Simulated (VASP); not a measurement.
# BaTiO3 (P4mm) in VASP: a series of runs, part 3 of 3

VASP 6.6.1. Earlier steps stand in the parts before.

## Step 4: Single point, PBE

This run uses another cell than the first one, of 13.35 Å³/atom, 1.026 times its volume.

INCAR reads:

```
SYSTEM = BaTiO3
PREC = Accurate
ENCUT = 520
EDIFF = 1E-7
ISMEAR = 0
SIGMA = 0.01
LREAL = .False.
LASPH = .True.
NELM = 60
ALGO = Normal
ISIF = 2
LWAVE = .False.
LCHARG = .False.
GGA = PE
NBANDS = 28
```

KPOINTS reads:

```
Automatic mesh
0
Gamma
  5 5 5
  0 0 0
```

POSCAR reads:

```
BaTiO3
1.0
    3.9849526360      0.0000000000      0.0000000000
    0.0000000000      3.9849526360      0.0000000000
    0.0000000000      0.0000000000      4.2033614040
Ba Ti O
1 1 3
Direct
    0.0000000000      0.0000000000     -0.0107855594
    0.5000000000      0.5000000000      0.4719574064
    0.5000000000      0.5000000000      0.0409374099
    0.5000000000      0.0000000000      0.5204453715
    0.0000000000      0.5000000000      0.5204453715
```

Potentials or basis: VASP PAW PBE potentials, release 64 (Ba_sv, Ti_sv, O).

Run with:

```sh
$ cat potpaw_PBE.64/Ba_sv/POTCAR potpaw_PBE.64/Ti_sv/POTCAR potpaw_PBE.64/O/POTCAR > POTCAR
$ mpirun -np 1 vasp_std > vasp.out
```

OUTCAR:

```text
SYSTEM = BaTiO3
   PREC = Accurate
   ENCUT = 520
   EDIFF = 1E-7
   ISMEAR = 0
   LREAL = .False.
   LASPH = .True.
   NELM = 60
   ISIF = 2
   GGA = PE

 ion  position               nearest neighbor table
   1  0.000  0.000  0.989-   4 2.80   5 2.80   5 2.80   4 2.80   3 2.83   3 2.83   3 2.83   3 2.83
                             4 2.99   5 2.99   5 2.99   4 2.99   2 3.47   2 3.47   2 3.47   2 3.47
   2  0.500  0.500  0.472-   3 1.81   4 2.00   5 2.00   4 2.00   5 2.00   3 2.39   1 3.47   1 3.47
                             1 3.47   1 3.47   1 3.56   1 3.56   1 3.56   1 3.56
   3  0.500  0.500  0.041-   2 1.81   2 2.39   1 2.83   1 2.83   1 2.83   1 2.83
   4  0.500  0.000  0.520-   2 2.00   2 2.00   1 2.80   1 2.80   1 2.99   1 2.99
   5  0.000  0.500  0.520-   2 2.00   2 2.00   1 2.80   1 2.80   1 2.99   1 2.99

  LATTYP: Found a simple tetragonal cell.
 ALAT       =     3.9849526360
 C/A-ratio  =     1.0548083724

  Lattice vectors:

 A1 = (   3.9849526360,   0.0000000000,   0.0000000000)
 A2 = (   0.0000000000,   3.9849526360,   0.0000000000)
 A3 = (   0.0000000000,   0.0000000000,   4.2033614040)

Analysis of symmetry for initial positions (statically):
=====================================================================
 Subroutine PRICEL returns:
 Original cell was already a primitive cell.

 Routine SETGRP: Setting up the symmetry group for a
 simple tetragonal supercell.

 Subroutine GETGRP returns: Found  8 space group operations
 (whereof  8 operations were pure point group operations)
 out of a pool of 16 trial point group operations.

The static configuration has the point symmetry C_4v.

Analysis of symmetry for dynamics (positions and initial velocities):
=====================================================================
 Subroutine PRICEL returns:
 Original cell was already a primitive cell.

 Routine SETGRP: Setting up the symmetry group for a
 simple tetragonal supercell.

 Subroutine GETGRP returns: Found  8 space group operations
 (whereof  8 operations were pure point group operations)
 out of a pool of 16 trial point group operations.

The dynamic configuration has the point symmetry C_4v.

 Subroutine INISYM returns: Found  8 space group operations
 (whereof  8 operations are pure point group operations),
 and found     1 'primitive' translations

----------------------------------------------------------------------------------------

                                     Primitive cell

  volume of cell :      66.7487

  direct lattice vectors                    reciprocal lattice vectors
     3.984952636  0.000000000  0.000000000     0.250944011  0.000000000  0.000000000
     0.000000000  3.984952636  0.000000000     0.000000000  0.250944011  0.000000000
     0.000000000  0.000000000  4.203361404     0.000000000  0.000000000  0.237904835

  length of vectors
     3.984952636  3.984952636  4.203361404     0.250944011  0.250944011  0.237904835

  position of ions in fractional coordinates (direct lattice)
     0.000000000  0.000000000  0.989214441
     0.500000000  0.500000000  0.471957406
     0.500000000  0.500000000  0.040937410
     0.500000000  0.000000000  0.520445372
     0.000000000  0.500000000  0.520445372

  ion indices of the primitive-cell ions
   primitive index   ion index
[... 32 lines left out ...]
 Following reciprocal coordinates:
            Coordinates               Weight
  0.000000  0.000000  0.000000      1.000000
  0.200000  0.000000  0.000000      4.000000
  0.400000  0.000000  0.000000      4.000000
  0.200000  0.200000  0.000000      4.000000
  0.400000  0.200000  0.000000      8.000000
  0.400000  0.400000  0.000000      4.000000
[... 10 lines left out ...]
  0.400000  0.200000  0.400000     16.000000
  0.400000  0.400000  0.400000      8.000000
   k-points           NKPTS =     18   k-points in BZ     NKDIM =     18   number of bands    NBANDS=     28
   number of dos      NEDOS =    301   number of ions     NIONS =      5
   total plane-waves  NPLWV =  28800
   dimension x,y,z NGX =    30 NGY =   30 NGZ =   32
   dimension x,y,z NGXF=    60 NGYF=   60 NGZF=   64
   ions per type =               1   1   3
   NGX,Y,Z   is equivalent  to a cutoff of  12.52, 12.52, 12.66 a.u.
   NGXF,Y,Z  is equivalent  to a cutoff of  25.03, 25.03, 25.31 a.u.
 SYSTEM =  BaTiO3
   PREC   = accura    normal or accurate (medium, high low for compatibility)
   ISTART =      0    job   : 0-new  1-cont  2-samecut
   ICHARG =      2    charge: 1-file 2-atom 10-const
   ISPIN  =      1    spin polarized calculation?
   LNONCOLLINEAR =      F non collinear calculations
   LSORBIT =      F    spin-orbit coupling
   LASPH  =      T    aspherical Exc in radial PAW
   ENCUT  =  520.0 eV  38.22 Ry    6.18 a.u.   7.41  7.41  7.82*2*pi/ulx,y,z
   NELM   =     60;   NELMIN=  2; NELMDL= -5     # of ELM steps
   EDIFF  = 0.1E-06   stopping-criterion for ELM
   LREAL  =      F    real-space projection
   EDIFFG = 0.1E-05   stopping-criterion for IOM
   NSW    =      0    number of steps for IOM
   IBRION =     -1    ionic relax: 0-MD 1-quasi-New 2-CG
   NFREE  =      0    steps in history (QN), initial steepest desc. (CG)
   ISIF   =      2    stress and relaxation
   ISYM   =      2    0-nonsym 1-usesym 2-fastsym
   POTIM  = 0.5000    time-step for ionic-motion
   TEBEG  =    0.0;   TEEND  =   0.0 temperature during run
   PSTRESS=    0.0 pullay stress
   NELECT =      40.0000    total number of electrons
   NUPDOWN=      -1.0000    fix difference up-down
   EMIN   =  10.00;   EMAX   =-10.00  energy-range for DOS
   EFERMI =   0.00;   METHOD = LEGACY
   ISMEAR =     0;   SIGMA  =   0.01  broadening in eV -4-tet -1-fermi 0-gaus
   EFERMI_NEDOS =   21; number of points for ismear=-14 and -15
   IALGO  =     38    algorithm
   IMIX   =      4    mixing-type and parameters
     AMIX     =   0.40;   BMIX     =  1.00
     AMIX_MAG =   1.60;   BMIX_MAG =  1.00
  volume/ion in A,a.u.               =      13.35        90.09
  Fermi-wavevector in a.u.,A,eV,Ry     =   1.380216  2.608231 25.919057  1.904997
  Thomas-Fermi vector in A             =   2.505114
   LORBIT       =      0    0 simple, 1 ext, 2 COOP (PROOUT), +10 PAW based schemes
   GGA     = PE    functional components
   LHFCALC =     F    Hartree Fock is set to
   AEXX    =    0.0000 exact exchange contribution
   IVDW    =     0    specifies the selected vdW correction
   LEPSILON=     F    determine dielectric tensor
   LRPA    =     F    only Hartree local field effects (RPA)
 non-spin polarized calculation
 Gauss-broadening in eV      SIGMA  =   0.01
  energy-cutoff  :      520.00
  volume of cell :       66.75
 maximum number of plane-waves:      1816
 NGX is ok and might be reduce to    30
   NGX = 15   NGY = 15   NGZ = 15

 number of electron      39.9999983 magnetization

 Free energy of the ion-electron system (eV)
  ---------------------------------------------------
  ext. energy  EPLUGINS =         0.00000000
  ---------------------------------------------------
  free energy    TOTEN  =       -40.04017246 eV

  energy without entropy =      -40.04017246  energy(sigma->0) =      -40.04017246

 E-fermi :   3.6691     XC(G=0): -11.0219

 val. band max:        3.5601066208   @ k =   0.4000   0.4000   0.0000
 cond. band min:       5.5350650137   @ k =   0.0000   0.0000   0.0000
 fundamental gap:      1.9749583930
 Fermi energy:         3.6691464270

 k-point     1 :       0.0000    0.0000    0.0000
  band No.  band energies     occupation
      1     -52.9052      2.00000
      2     -29.2418      2.00000
      3     -29.1026      2.00000
      4     -29.1026      2.00000
      5     -21.4470      2.00000
      6     -13.2712      2.00000
[... 547 lines left out ...]
     27      11.0375      0.00000
     28      11.3360      0.00000

------------------------ aborting loop because EDIFF is reached ----------------------------------------

  FORCE on cell =-STRESS in cart. coord.  units (eV):
  Direction    XX          YY          ZZ          XY          YZ          ZX
  --------------------------------------------------------------------------------------
  -------------------------------------------------------------------------------------
  Total        0.6489743      0.6489743      0.6729127      0.0000000      0.0000000      0.0000000
  in kB       15.5774012     15.5774012     16.1519986      0.0000000      0.0000000      0.0000000
  external PRESSURE =      15.7689337 kB  Pullay stress =       0.0000000 kB

 VOLUME and BASIS-vectors are now :
 -----------------------------------------------------------------------------
  energy-cutoff  :      520.00
  volume of cell :       66.75
      direct lattice vectors                 reciprocal lattice vectors
     3.984952636  0.000000000  0.000000000     0.250944011  0.000000000  0.000000000
     0.000000000  3.984952636  0.000000000     0.000000000  0.250944011  0.000000000
     0.000000000  0.000000000  4.203361404     0.000000000  0.000000000  0.237904835

 POSITION                                       TOTAL-FORCE (eV/Angst)
 -----------------------------------------------------------------------------------
      0.00000      0.00000      4.15803         0.000000      0.000000      0.047955
      1.99248      1.99248      1.98381         0.000000     -0.000000      0.083626
      1.99248      1.99248      0.17207         0.000000     -0.000000     -0.080093
      1.99248      0.00000      2.18762         0.000000      0.000000     -0.025744
      0.00000      1.99248      2.18762        -0.000000      0.000000     -0.025744
 -----------------------------------------------------------------------------------
    total drift:                                0.000000      0.000000      0.000242

  FREE ENERGIE OF THE ION-ELECTRON SYSTEM (eV)
  ---------------------------------------------------
  free  energy   TOTEN  =       -40.0401724646 eV

  energy  without entropy=      -40.0401724646  energy(sigma->0) =      -40.04017246
```

OSZICAR:

```text
N       E                     dE             d eps       ncg     rms          rms(c)
DAV:   1     0.432477309468E+03    0.43248E+03   -0.21063E+04  1008   0.155E+03
DAV:   2     0.268955687165E+00   -0.43221E+03   -0.41211E+03  1104   0.420E+02
DAV:   3    -0.482231491150E+02   -0.48492E+02   -0.48024E+02  1392   0.137E+02
DAV:   4    -0.506399998664E+02   -0.24169E+01   -0.24114E+01  1504   0.264E+01
DAV:   5    -0.507124048232E+02   -0.72405E-01   -0.72394E-01  1364   0.362E+00    0.233E+01
DAV:   6    -0.402602079656E+02    0.10452E+02   -0.56907E+01  1492   0.674E+01    0.102E+01
DAV:   7    -0.402392126340E+02    0.20995E-01   -0.12051E+01  1372   0.254E+01    0.711E+00
DAV:   8    -0.400433143492E+02    0.19590E+00   -0.58836E-01  1220   0.705E+00    0.383E+00
DAV:   9    -0.400714440700E+02   -0.28130E-01   -0.42860E-01  1468   0.594E+00    0.170E+00
DAV:  10    -0.400445133612E+02    0.26931E-01   -0.16068E-01  1292   0.397E+00    0.589E-01
DAV:  11    -0.400407102879E+02    0.38031E-02   -0.13786E-02  1424   0.893E-01    0.227E-01
DAV:  12    -0.400401634982E+02    0.54679E-03   -0.27369E-03  1112   0.342E-01    0.371E-02
DAV:  13    -0.400401845368E+02   -0.21039E-04   -0.17013E-04  1204   0.106E-01    0.317E-02
DAV:  14    -0.400401728875E+02    0.11649E-04   -0.44004E-05  1416   0.616E-02    0.166E-02
DAV:  15    -0.400401727497E+02    0.13776E-06   -0.19908E-05  1476   0.414E-02    0.533E-03
DAV:  16    -0.400401724728E+02    0.27694E-06   -0.17565E-06  1144   0.110E-02    0.124E-03
DAV:  17    -0.400401724646E+02    0.81923E-08   -0.71546E-08   788   0.193E-03
   1 F= -.40040172E+02 E0= -.40040172E+02  d E =-.960296E-55
```

Run time: 26 s. Hardware: 1 thread of Intel Xeon 6975P-C (Granite Rapids), shared host; peak memory 0.18 GiB.

What came out:

```
Free energy            : -40.0402 eV
Pressure               : 1.6 GPa
Largest force          : 0.084 eV/Å
Band gap on the k mesh : 1.98 eV, indirect (least direct gap 2.36 eV)
```

Forces in eV/Å, atoms in the order of the input:
```
Ba   0.000  0.000  0.048
Ti   0.000  0.000  0.084
O    0.000  0.000 -0.080
O    0.000  0.000 -0.026
O    0.000  0.000 -0.026
```

Caveat: spin-orbit coupling is left out, which moves the levels of the heavy elements. A k mesh can miss the band edges.

## Step 5: Single point, r2SCAN+rVV10

This run uses another cell than the first one, of 12.80 Å³/atom, 0.984 times its volume.

POSCAR reads:

```
BaTiO3
1.0
    3.9672898506      0.0000000000      0.0000000000
    0.0000000000      3.9672898506      0.0000000000
    0.0000000000      0.0000000000      4.0662167338
Ba Ti O
1 1 3
Direct
    0.0000000000      0.0000000000     -0.0017871781
    0.5000000000      0.5000000000      0.4813897748
    0.5000000000      0.5000000000      0.0298395205
    0.5000000000      0.0000000000      0.5167789414
    0.0000000000      0.5000000000      0.5167789414
```

INCAR.step1 reads:

```
SYSTEM = BaTiO3
PREC = Accurate
ENCUT = 520
ISMEAR = 0
SIGMA = 0.01
LREAL = .False.
LASPH = .True.
NELM = 60
NBANDS = 28
GGA = PE
ALGO = Normal
EDIFF = 1E-4
LWAVE = .True.
LCHARG = .False.
```

INCAR.step2 reads:

```
SYSTEM = BaTiO3
PREC = Accurate
ENCUT = 520
EDIFF = 1E-6
ISMEAR = 0
SIGMA = 0.01
LREAL = .False.
LASPH = .True.
NELM = 60
ALGO = Normal
ISIF = 2
LWAVE = .False.
LCHARG = .False.
METAGGA = R2SCAN
LMIXTAU = .True.
LUSE_VDW = .True.
IVDW_NL = 2
BPARAM = 11.95
CPARAM = 0.0093
NBANDS = 28
ISTART = 1
```

KPOINTS reads:

```
regular mesh
0
Gamma
  5 5 5
  0 0 0
```

Run with:

```sh
$ cat potpaw_PBE.64/Ba_sv/POTCAR potpaw_PBE.64/Ti_sv/POTCAR potpaw_PBE.64/O/POTCAR > POTCAR
$ cp INCAR.step1 INCAR
$ mpirun -np 1 vasp_std > vasp.out
$ cp INCAR.step2 INCAR
$ mpirun -np 1 vasp_std > vasp.out
```

Run time: 1.7 min. Hardware: 1 thread of Intel Xeon 6975P-C (Granite Rapids), shared host; peak memory 0.3 GiB.

Results (log left out):

| Property | Result |
| --- | --- |
| Free energy | -73.3391 eV |
| Pressure | 2.2 GPa |
| Largest force | 0.145 eV/Å |
| Band gap on the k mesh | 2.41 eV, indirect (least direct gap 2.65 eV) |

Forces in eV/Å, atoms in the order of the input:
```
Ba   0.000  0.000  0.029
Ti   0.000  0.000  0.145
O    0.000  0.000 -0.138
O    0.000  0.000 -0.018
O    0.000  0.000 -0.018
```

Stress tensor (GPa, compression positive):
```
2.16 0.00 0.00
0.00 2.16 0.00
0.00 0.00 2.33
```

Levels at points of the mesh, in eV from the valence-band top:
```tsv
k point	band 18	band 19	band 20	band 21	band 22	band 23
(0.00, 0.00, 0.00)	-0.38	-0.24	-0.24	2.41	2.79	2.79
```

Caveat: the PAW data sets were made with another functional, which shifts forces and pressure a little; spin-orbit coupling is left out, which moves the levels of the heavy elements. r2SCAN opens gaps a little over a GGA but as a rule still falls short of measured ones.

## Step 6: The runs side by side

| level | cell | gap on the mesh (eV) | pressure (GPa) | largest force (eV/Å) |
| --- | --- | --- | --- | --- |
| PBE+D4 | a = 3.972, b = 3.972, c = 4.123 Å, 5 atoms | 2.00 | 1.7 | 0.08 |
| PBE+D3(BJ) | a = 3.973, b = 3.973, c = 4.095 Å, 5 atoms | 2.00 | 1.8 | 0.07 |
| PBE | a = 3.985, b = 3.985, c = 4.203 Å, 5 atoms | 1.98 | 1.6 | 0.08 |
| r2SCAN+rVV10 | a = 3.967, b = 3.967, c = 4.066 Å, 5 atoms | 2.41 | 2.2 | 0.14 |

Alike in all rows: task single point; potentials or basis VASP PAW PBE potentials, release 64 (Ba_sv, Ti_sv, O); no spin polarisation; k mesh 5 × 5 × 5; cutoff (eV) 520; smearing gaussian 0.01 eV.

Caveats: spin-orbit coupling is left out, which moves the levels of the heavy elements; the PAW data sets were made with another functional, which shifts forces and pressure a little (some runs).

Total energies depend on the potentials used, so only differences within one code and one set of settings carry meaning.
